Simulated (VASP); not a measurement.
I, 1 atom in the cell. The structure is orthorhombic, space group Fmmm (No. 69). The conventional cell has a = 4.247 Å, b = 4.583 Å, c = 8.333 Å, α = 90.00°, β = 90.00°, γ = 90.00°. Within 4.1 Å of I (site symmetry mmm) lie 4 I at 3.12 Å.  This cell differs from its parent crystal: ratio of the length along z to the lengths across it x 1.1, volume and fractional coordinates fixed.

| Property | Result |
| --- | --- |
| Program | VASP 6.6.1 |
| Task | single point |
| Functional | LDA |
| Potentials or basis | VASP PAW LDA potentials, release 64 (I) |
| Cutoff | 520 eV |
| k mesh | 18 × 18 × 18 |
| Occupations | gaussian, width 0.15 eV |
| Spin | no spin polarisation |
| Dipole correction | no |
| Further INCAR settings | ALGO = Normal; EDIFF = 1e-06; NBANDS = 10 |

Potentials or basis: VASP PAW LDA potentials, release 64 (I).

Launch:

```sh
$ cat potpaw_LDA.64/I/POTCAR > POTCAR
$ mpirun -np 1 vasp_std > vasp.out
```

Hardware: 1 thread of Intel(R) Xeon(R) Platinum 8488C (Sapphire Rapids) (shared host).

Q: Estimate the wall time of this run.

A: It took 2.1 min on 1 thread of Intel(R) Xeon(R) Platinum 8488C (Sapphire Rapids), with other jobs on the host, peak memory 0.41 GiB. Counts: scf iterations 10, k points 865.
